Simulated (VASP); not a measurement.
# TaAs3O (P1) in VASP: single point with r2SCAN

Aim: the single point of TaAs3O with r2SCAN.

All numbers are computed with VASP 6.6.1; they aren't measurements. Logs are shortened: lines on timing, memory, paths and dates and some standing lists are left out, and cuts for length are marked.

## Step 1: The cell of the first run

The typed cell holds 10 atoms: a = 6.124 Å, b = 6.054 Å, c = 5.396 Å, α = 90.41°, β = 90.28°, γ = 59.75°.

## Step 2: Single point, r2SCAN

POSCAR reads:

```
TaAs3O
1.0
    3.0679950800      5.2998306700     -0.0150144600
   -2.9984188200      5.2596611500     -0.0216651800
    0.0059198300     -0.0188453600      5.3964405400
As Ta O
6 2 2
Direct
    0.1518810000      0.1552650000      0.2728710000
    0.8014970000      0.3343560000      0.7400950000
    0.6388800000      0.1787840000      0.2687780000
    0.8419320000      0.8143740000      0.7505140000
    0.1759090000      0.6816900000      0.2245230000
    0.3296370000      0.8313770000      0.7508900000
    0.6583700000      0.6666710000      0.2447300000
    0.3632550000      0.3011950000      0.7529540000
    0.0035790000      0.0116590000      0.9803530000
    0.9917470000      0.0065180000      0.4951070000
```

INCAR.step1 reads:

```
PREC = Accurate
ENCUT = 660
ISMEAR = 0
SIGMA = 0.0922
LREAL = False
LASPH = True
NELM = 120
NBANDS = 43
GGA = PE
ALGO = Normal
EDIFF = 1E-5
LWAVE = True
LCHARG = False
GGA_COMPAT = False
```

INCAR.step2 reads:

```
PREC = Accurate
ENCUT = 660
EDIFF = 1E-6
ISMEAR = 0
SIGMA = 0.0922
LREAL = False
LASPH = True
NELM = 120
ALGO = Normal
ISIF = 2
LWAVE = False
LCHARG = False
METAGGA = R2SCAN
LMIXTAU = True
NBANDS = 43
ISTART = 1
GGA_COMPAT = False
```

KPOINTS reads:

```
Automatic mesh
0
Gamma
  4 4 4
  0 0.5 0.5
```

Potentials or basis: VASP PAW PBE potentials, release 64 (As, Ta_pv, O).

Started as:

```bash
cat potpaw_PBE.64/As/POTCAR potpaw_PBE.64/Ta_pv/POTCAR potpaw_PBE.64/O/POTCAR > POTCAR
cp INCAR.step1 INCAR
mpirun -np 1 vasp_std > vasp.out
cp INCAR.step2 INCAR
mpirun -np 1 vasp_std > vasp.out
```

OUTCAR:

```text
PREC = Accurate
   ENCUT = 660
   EDIFF = 1E-6
   ISMEAR = 0
   LREAL = False
   LASPH = True
   NELM = 120
   ISIF = 2
   METAGGA = R2SCAN
   ISTART = 1

 ion  position               nearest neighbor table
   1  0.152  0.155  0.273-  10 2.03   9 2.20   5 2.81   7 3.02   7 3.05   8 3.20
   2  0.801  0.334  0.740-   9 2.15  10 2.17   8 2.79   7 3.20   7 3.23
   3  0.639  0.179  0.269-  10 2.23   8 3.00   7 3.02   7 3.04   8 3.14
   4  0.842  0.814  0.751-   9 2.26  10 2.28   8 2.93   8 3.14   7 3.20   7 3.23
   5  0.176  0.682  0.225-   9 2.18  10 2.24   1 2.81   7 2.91   7 3.22   8 3.22
   6  0.330  0.831  0.751-   9 2.13  10 2.26   8 2.95   8 3.11   7 3.18   7 3.24
   7  0.658  0.667  0.245-   5 2.91   3 3.02   1 3.02   3 3.04   1 3.05   6 3.18   2 3.20   4 3.20
                             5 3.22   2 3.23   4 3.23   6 3.24
   8  0.363  0.301  0.753-   2 2.79   4 2.93   6 2.95   3 3.00   6 3.11   4 3.14   3 3.14   1 3.20
                             5 3.22
   9  0.004  0.012  0.980-   6 2.13   2 2.15   5 2.18   1 2.20   4 2.26
  10  0.992  0.007  0.495-   1 2.03   2 2.17   3 2.23   5 2.24   6 2.26   4 2.28

  LATTYP: Found a triclinic cell.
 ALAT       =     6.0543389576
 B/A-ratio  =     1.0020169965
 C/A-ratio  =     0.8913403644
 COS(alpha) =     0.0021701188
 COS(beta)  =     0.0071554996
 COS(gamma) =     0.4894916418

  Lattice vectors:

 A1 = (   2.9984188200,  -5.2596611500,   0.0216651800)
 A2 = (   6.0664139000,   0.0401695200,   0.0066507200)
 A3 = (   0.0059198300,  -0.0188453600,   5.3964405400)

Analysis of symmetry for initial positions (statically):
=====================================================================
 Subroutine PRICEL returns:
 Original cell was already a primitive cell.

 Routine SETGRP: Setting up the symmetry group for a
 triclinic supercell.

 Subroutine GETGRP returns: Found  1 space group operations
 (whereof  1 operations were pure point group operations)
 out of a pool of  2 trial point group operations.

The static configuration has the point symmetry C_1 .

Analysis of symmetry for dynamics (positions and initial velocities):
=====================================================================
 Subroutine PRICEL returns:
 Original cell was already a primitive cell.

 Routine SETGRP: Setting up the symmetry group for a
 triclinic supercell.

 Subroutine GETGRP returns: Found  1 space group operations
 (whereof  1 operations were pure point group operations)
 out of a pool of  2 trial point group operations.

[... 126 lines left out ...]
   PSTRESS=    0.0 pullay stress
   NELECT =      64.0000    total number of electrons
   NUPDOWN=      -1.0000    fix difference up-down
   EMIN   =  10.00;   EMAX   =-10.00  energy-range for DOS
   EFERMI =   0.00;   METHOD = LEGACY
   ISMEAR =     0;   SIGMA  =   0.09  broadening in eV -4-tet -1-fermi 0-gaus
   EFERMI_NEDOS =   21; number of points for ismear=-14 and -15
   IALGO  =     38    algorithm
   IMIX   =      4    mixing-type and parameters
     AMIX     =   0.40;   BMIX     =  1.00
     AMIX_MAG =   1.60;   BMIX_MAG =  1.00
  volume/ion in A,a.u.               =      17.28       116.63
  Fermi-wavevector in a.u.,A,eV,Ry     =   1.175598  2.221559 18.803676  1.382031
  Thomas-Fermi vector in A             =   2.311976
   LORBIT       =      0    0 simple, 1 ext, 2 COOP (PROOUT), +10 PAW based schemes
   METAGGA = R2SCAN    functional components
   LHFCALC =     F    Hartree Fock is set to
   AEXX    =    0.0000 exact exchange contribution
   IVDW    =     0    specifies the selected vdW correction
   LEPSILON=     F    determine dielectric tensor
   LRPA    =     F    only Hartree local field effects (RPA)
 non-spin polarized calculation
 Gauss-broadening in eV      SIGMA  =   0.09
  energy-cutoff  :      660.00
  volume of cell :      172.83
 maximum number of plane-waves:      6669
 NGX is ok and might be reduce to    54
   NGX = 25   NGY = 25   NGZ = 23

 number of electron      64.0000002 magnetization

 Free energy of the ion-electron system (eV)
  ---------------------------------------------------
  ext. energy  EPLUGINS =         0.00000000
  ---------------------------------------------------
  free energy    TOTEN  =      -192.59295236 eV

  energy without entropy =     -192.56924179  energy(sigma->0) =     -192.58109707

 E-fermi :   5.9072     XC(G=0): -11.6779

 val. band max:        5.8834423685   @ k =   0.0000   0.3750   0.3750
 cond. band min:       5.9125420389   @ k =  -0.2500  -0.3750   0.3750
 fundamental gap:      0.0290996704
 Fermi energy:         5.9071964249

 k-point     1 :      -0.0000    0.1250    0.1250
  band No.  band energies     occupation
      1     -30.9821      2.00000
      2     -30.9751      2.00000
      3     -30.9431      2.00000
      4     -30.8768      2.00000
      5     -30.8407      2.00000
      6     -30.8210      2.00000
[... 1093 lines left out ...]
     42       9.2299      0.00000
     43       9.3654      0.00000

 [... further k-points ...]

------------------------ aborting loop because EDIFF is reached ----------------------------------------

  FORCE on cell =-STRESS in cart. coord.  units (eV):
  Direction    XX          YY          ZZ          XY          YZ          ZX
  --------------------------------------------------------------------------------------
  -------------------------------------------------------------------------------------
  Total       -8.3524027     -8.5180098    -11.1539355      1.3722502      0.0331326      0.1484090
  in kB      -77.4273351    -78.9625242   -103.3977332     12.7208516      0.3071412      1.3757612
  external PRESSURE =     -86.5958642 kB  Pullay stress =       0.0000000 kB

 VOLUME and BASIS-vectors are now :
 -----------------------------------------------------------------------------
  energy-cutoff  :      660.00
  volume of cell :      172.83
      direct lattice vectors                 reciprocal lattice vectors
     3.067995080  5.299830670 -0.015014460     0.164221956  0.093619982  0.000146789
    -2.998418820  5.259661150 -0.021665180    -0.165476908  0.095793643  0.000516055
     0.005919830 -0.018845360  5.396440540    -0.000207430  0.000645062  0.185309812

 POSITION                                       TOTAL-FORCE (eV/Angst)
 -----------------------------------------------------------------------------------
      0.00204      1.61644      1.46689        -0.222132      2.422503      0.298174
      1.46083      5.99245      3.97460        -1.928271      0.759785      0.227933
      1.42560      4.32123      1.43698        -2.143694     -1.140444      0.158799
      0.14565      8.73128      4.01982        -0.245318     -2.452425      0.262187
     -1.50298      4.51352      1.19421         2.265830     -1.220446     -0.350835
     -1.47705      6.10563      4.02917         1.388747      1.233985      0.469296
      0.02237      6.99110      1.29634        -0.438686     -0.024073     -0.372425
      0.21581      3.49518      4.05129         0.413793      0.297006     -0.379525
     -0.01817      0.06182      5.29011         0.808663     -0.276282      0.031166
      3.02606      5.28104      2.65678         0.101067      0.400392     -0.344770
 -----------------------------------------------------------------------------------
    total drift:                                0.000209     -0.000136     -0.000310

  FREE ENERGIE OF THE ION-ELECTRON SYSTEM (eV)
  ---------------------------------------------------
  free  energy   TOTEN  =      -192.5929523641 eV

  energy  without entropy=     -192.5692417853  energy(sigma->0) =     -192.58109707
```

OUTCAR.step1:

```text
PREC = Accurate
   ENCUT = 660
   ISMEAR = 0
   LREAL = False
   LASPH = True
[... 1363 lines left out ...]
      0.02237      6.99110      1.29634        -0.390893      0.035610     -0.327814
      0.21581      3.49518      4.05129         0.174056      0.192289     -0.317715
     -0.01817      0.06182      5.29011         0.607198     -0.294845      0.109017
      3.02606      5.28104      2.65678         0.175103      0.169957     -0.236793
 -----------------------------------------------------------------------------------
    total drift:                                0.000358     -0.000709      0.000604

  FREE ENERGIE OF THE ION-ELECTRON SYSTEM (eV)
  ---------------------------------------------------
  free  energy   TOTEN  =       -57.9426010956 eV

  energy  without entropy=      -57.9177665219  energy(sigma->0) =      -57.93018381
```

Wall time 31 min (1 thread of Intel Xeon 8259CL, shared host); peak memory 0.59 GiB.

Results:

- Free energy: -192.5930 eV
- Pressure: -8.7 GPa
- Largest force: 2.597 eV/Å
- Band gap on the k mesh: zero (bands 32 and 33 overlap by 0.51 eV)

Forces on the atoms (eV/Å):
```
As  -0.222  2.423  0.298
As  -1.928  0.760  0.228
As  -2.144 -1.140  0.159
As  -0.245 -2.452  0.262
As   2.266 -1.220 -0.351
As   1.389  1.234  0.469
Ta  -0.439 -0.024 -0.372
Ta   0.414  0.297 -0.380
O    0.809 -0.276  0.031
O    0.101  0.400 -0.345
```

Stress tensor (GPa, compression positive):
```
 -7.74   1.27   0.14
  1.27  -7.90   0.03
  0.14   0.03 -10.34
```

Caveat: the cell stands under tension; the PAW data sets were made with another functional, which shifts forces and pressure a little; spin-orbit coupling is left out, which moves the levels of the heavy elements.

The gap in the log of VASP goes by the Fermi energy; the results here count the filled bands.